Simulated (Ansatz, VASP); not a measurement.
**Two plane-wave programs on MgB2**

```
CELL_PARAMETERS angstrom
3.07525 0.00000 0.00000
-1.53763 2.66325 0.00000
0.00000 0.00000 3.52416
ATOMIC_POSITIONS crystal
Mg 0.00000 0.00000 0.00000
B 0.66667 0.33333 0.50000
B 0.33333 0.66667 0.50000
```

Alike in both runs: functional PBE; k mesh 18 × 18 × 14; occupations gaussian, width 0.1 eV; no spin polarisation.

Ansatz relaxed the structure, and its values are those at the end. VASP's run is a single point on that final structure, the one shown.

|  | VASP | Ansatz |
| --- | --- | --- |
| version | VASP 6.6.1 | Ansatz 0.2.0 |
| potentials or method | VASP PAW PBE potentials, release 64 (Mg, B), cutoff 520 eV | scalar-relativistic, plane waves, PAW |
| valence electrons in the cell | 8 | 16 |

|  | VASP | Ansatz | Ansatz less VASP |
| --- | --- | --- | --- |
| gap on the k mesh at the Fermi level (eV) | none | none | - |
| pressure (GPa) | -0.3 | 0.0 | +0.26 |

A gap of «none» marks a metal or a gap that the smearing closes. VASP's potentials hold 8 valence electrons a cell and Ansatz's 16, so a difference there can come from the potentials and not from the codes.
